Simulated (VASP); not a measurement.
Al2Ru, 6 atoms in the cell. Symmetry: Pn-3m, No. 224, cubic system. The conventional cell has a = 5.326 Å, b = 5.326 Å, c = 5.326 Å, α = 90.00°, β = 90.00°, γ = 90.00°. Al (site symmetry -3m) has 2 Ru at 2.31 Å within 3.0 Å. Within 3.0 Å of Ru (site symmetry -43m) lie 4 Al at 2.31 Å. 

| Item | Value |
| --- | --- |
| Program | VASP 6.6.1 |
| Task | single point |
| Functional | r2SCAN |
| Potentials or basis | VASP PAW PBE potentials, release 64 (Al, Ru_pv) |
| Cutoff | 520 eV |
| k mesh | 4 × 4 × 4 |
| Occupations | gaussian, width 0.1 eV |
| Spin | no spin polarisation |
| Dipole correction | no |
| Further INCAR settings | ALGO = Normal; EDIFF = 1e-07; NBANDS = 29 |

Potentials or basis: VASP PAW PBE potentials, release 64 (Al, Ru_pv).

Run with:

```console
$ cat potpaw_PBE.64/Al/POTCAR potpaw_PBE.64/Ru_pv/POTCAR > POTCAR
$ cp INCAR.step1 INCAR
$ mpirun -np 1 vasp_std > vasp.out
$ cp INCAR.step2 INCAR
$ mpirun -np 1 vasp_std > vasp.out
```

Hardware: 1 thread of Intel(R) Xeon(R) Platinum 8488C (Sapphire Rapids), with other jobs on the host.

**Question.** Estimate the wall time of this run.

**Answer.** Wall time 2.7 min on 1 thread of Intel(R) Xeon(R) Platinum 8488C (Sapphire Rapids) (shared host), peak memory 0.27 GiB. Counts: k points 10.
